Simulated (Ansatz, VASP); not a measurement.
One calculation of TeW, two programs

```xyz
2
Lattice="0.0000 3.1021 3.1021 3.1021 0.0000 3.1021 3.1021 3.1021 0.0000" Properties=species:S:1:pos:R:3 pbc="T T T"
W     0.0000    0.0000    0.0000
Te    1.5511    1.5511    1.5511
```

Alike in both runs: task single point; functional PBE; k mesh 12 × 12 × 12; occupations gaussian, width 0.1 eV; collinear spin.

|  | VASP | Ansatz |
| --- | --- | --- |
| version | VASP 6.6.1 | Ansatz 0.2.0 |
| potentials or method | VASP PAW PBE potentials, release 64 (W_sv, Te), cutoff 520 eV | scalar-relativistic, plane waves, PAW |
| valence electrons in the cell | 20 | 30 |

Ansatz gave:

* gap on the k mesh at the Fermi level (eV): none
* pressure (GPa): -3.2
* net moment per atom (μB): 0.72
* size of the moment on the site where the two differ most (μB): 1.00

Question: Which values does VASP return?

Answer: gap on the k mesh at the Fermi level (eV): none; pressure (GPa): -3.2; net moment per atom (μB): 0.72; size of the moment on the site where the two differ most (μB): 1.13.

Site moments also hang on the region over which each program counts them. A gap of «none» marks a metal or a gap that the smearing closes. VASP's potentials hold 20 valence electrons a cell and Ansatz's 30, so a difference there can come from the potentials and not from the codes.

Neither program's run includes spin-orbit coupling.
